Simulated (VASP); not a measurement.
Wanted: the native input for a VASP 6.6.1 run.

- Task: single point
- Functional: r2SCAN
- Potentials or basis: VASP PAW PBE potentials, release 64 (Si, Mo_sv)
- Cutoff: 520 eV
- k mesh: 8 × 8 × 8
- Occupations: gaussian, width 0.1 eV
- Spin: no spin polarisation
- Dipole correction: no
- Further INCAR settings: ALGO = Normal; EDIFF = 1e-06; NBANDS = 18

Crystal: Si2Mo.

```
CELL_PARAMETERS angstrom
-1.60000 1.60000 3.93050
1.60000 -1.60000 3.93050
1.60000 1.60000 -3.93050
ATOMIC_POSITIONS crystal
Si 0.33300 0.33300 0.00000
Si 0.66700 0.66700 0.00000
Mo 0.00000 0.00000 0.00000
```

One way to write it, as run:

POSCAR

```
Si2Mo
1.0
   -1.6000000000      1.6000000000      3.9305000000
    1.6000000000     -1.6000000000      3.9305000000
    1.6000000000      1.6000000000     -3.9305000000
Si Mo
2 1
Direct
    0.3330000000      0.3330000000      0.0000000000
    0.6670000000      0.6670000000      0.0000000000
    0.0000000000      0.0000000000      0.0000000000
```

INCAR.step1

```
PREC = Accurate
ENCUT = 520
ISMEAR = 0
SIGMA = 0.1
LREAL = F
LASPH = T
NELM = 80
NBANDS = 18
GGA = PE
ALGO = Normal
EDIFF = 1E-4
LWAVE = T
LCHARG = F
```

INCAR.step2

```
PREC = Accurate
ENCUT = 520
EDIFF = 1E-6
ISMEAR = 0
SIGMA = 0.1
LREAL = F
LASPH = T
NELM = 80
ALGO = Normal
ISIF = 2
LWAVE = F
LCHARG = F
METAGGA = R2SCAN
LMIXTAU = T
NBANDS = 18
ISTART = 1
```

KPOINTS

```
regular mesh
0
Gamma
  8 8 8
```

Potentials or basis: VASP PAW PBE potentials, release 64 (Si, Mo_sv).

Command:

```sh
$ cat potpaw_PBE.64/Si/POTCAR potpaw_PBE.64/Mo_sv/POTCAR > POTCAR
$ cp INCAR.step1 INCAR
$ mpirun -np 1 vasp_std > vasp.out
$ cp INCAR.step2 INCAR
$ mpirun -np 1 vasp_std > vasp.out
```

Results of the run:

| Quantity | Value |
| --- | --- |
| Pressure | -1.0 GPa |
| Largest force | 0.380 eV/Å |
| Band gap on the k mesh | zero (band 11 reaches 12.78 eV, above the bottom of band 12 at 11.65 eV) |

Caveat: the PAW data sets were made with another functional, which shifts forces and pressure a little.

Wall time 11 min on 1 thread of AMD EPYC 7R13, on a shared host, peak memory 0.21 GiB.
